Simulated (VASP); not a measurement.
A run of VASP 6.6.1 is set up as follows.

Contents of INCAR:

```
  PREC = Accurate
  ENCUT = 520
  EDIFF = 1E-7
  ISMEAR = 1
  SIGMA = 0.1
  LREAL = F
  LASPH = T
  NELM = 60
  ALGO = Normal
  ISIF = 2
  LWAVE = F
  LCHARG = T
  LELF = T
  LVHAR = T
  NBANDS = 19
```

Contents of KPOINTS:

```
Automatic mesh
0
Gamma
  11 11 6
```

Contents of POSCAR:

```
Ti
1.0
    2.8999903389      0.0000000000      0.0000000000
   -1.4499951694      2.5114653620      0.0000000000
    0.0000000000      0.0000000000      4.6006626393
Ti
2
Direct
    0.3333333333      0.6666666667      0.2500000000
    0.6666666667      0.3333333333      0.7500000000
```

Potentials or basis: VASP PAW LDA potentials, release 64 (Ti_sv).

Launch:

```console
$ cat potpaw_LDA.64/Ti_sv/POTCAR > POTCAR
$ mpirun -np 1 vasp_std > vasp.out
```

Q: Predict the band gap on the k mesh.

A: Zero (band 12 reaches 9.25 eV, above the bottom of band 13 at 8.30 eV).

Q: Estimate the pressure.

A: -4.9 GPa.

Stress tensor (GPa, compression positive):
```
-4.79  0.00  0.00
 0.00 -4.79  0.00
 0.00  0.00 -5.22
```
